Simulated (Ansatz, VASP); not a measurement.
Zn2W in VASP and in Ansatz

```xyz
6
Lattice="2.9095 0.0000 0.0000 -1.4548 2.5197 0.0000 0.0000 0.0000 11.3169" Properties=species:S:1:pos:R:3 pbc="T T T"
Zn    0.0000    1.6798    7.1014
Zn    1.4548    0.8399    1.4429
Zn    0.0000    1.6798    9.8740
Zn    1.4548    0.8399    4.2156
W     0.0000    1.6798    2.8292
W     1.4548    0.8399    8.4877
```

Alike in both runs: task single point; functional r2SCAN; k mesh 6 × 6 × 2; occupations gaussian, width 0.1 eV; no spin polarisation.

|  | VASP | Ansatz |
| --- | --- | --- |
| version | VASP 6.6.1 | Ansatz 0.2.0 |
| potentials or method | VASP PAW PBE potentials, release 64 (Zn, W_sv), cutoff 520 eV | scalar-relativistic, plane waves, PAW |
| valence electrons in the cell | 76 | 76 |

```tsv
	VASP	Ansatz	Ansatz less VASP
gap on the k mesh at the Fermi level (eV)	none	none	-
rms of the force components (eV/Å)	5.923	5.725	-0.1985
```

VASP's potentials were made for PBE, not for r2SCAN. Atom by atom the forces differ by 0.199 eV/Å (rms over components). A gap of «none» marks a metal or a gap that the smearing closes. The functional is the same, so the differences come from potentials, cutoffs and numerics.

The k mesh is coarse, so the values compare programs but aren't converged. Spin-orbit coupling is off throughout.
